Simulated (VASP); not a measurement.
A run of VASP 6.6.1:

Contents of INCAR:

```
PREC = Accurate
ENCUT = 520
EDIFF = 1E-7
ISMEAR = 0
SIGMA = 0.1
LREAL = False
LASPH = True
NELM = 80
ALGO = Normal
ISIF = 2
LWAVE = False
LCHARG = False
GGA = PE
NBANDS = 18
```

Contents of KPOINTS:

```
regular mesh
0
Gamma
  6 6 4
```

POSCAR

```
Al2P3
1.0
    4.2913394100      0.0000000000      0.0000000000
   -2.1456697000      3.7164089400      0.0000000000
    0.0000000000      0.0000000000      6.7844735600
Al P
2 3
Direct
    0.3333333300      0.6666666700      0.2350000000
    0.6666666700      0.3333333300      0.7650000000
    0.3333333300      0.6666666700      0.6300000000
    0.6666666700      0.3333333300      0.3700000000
    0.0000000000      0.0000000000      0.0000000000
```

Potentials or basis: VASP PAW PBE potentials, release 64 (Al, P).

Launch:

```sh
$ cat potpaw_PBE.64/Al/POTCAR potpaw_PBE.64/P/POTCAR > POTCAR
$ mpirun -np 1 vasp_std > vasp.out
```

Hardware: 1 thread of Intel Xeon 8259CL, on a shared host.

Q: Estimate the wall time of this run.

A: Run time: 66 s on 1 thread of Intel Xeon 8259CL (shared host), peak memory 0.22 GiB. Counts: scf iterations 15, k points 24.
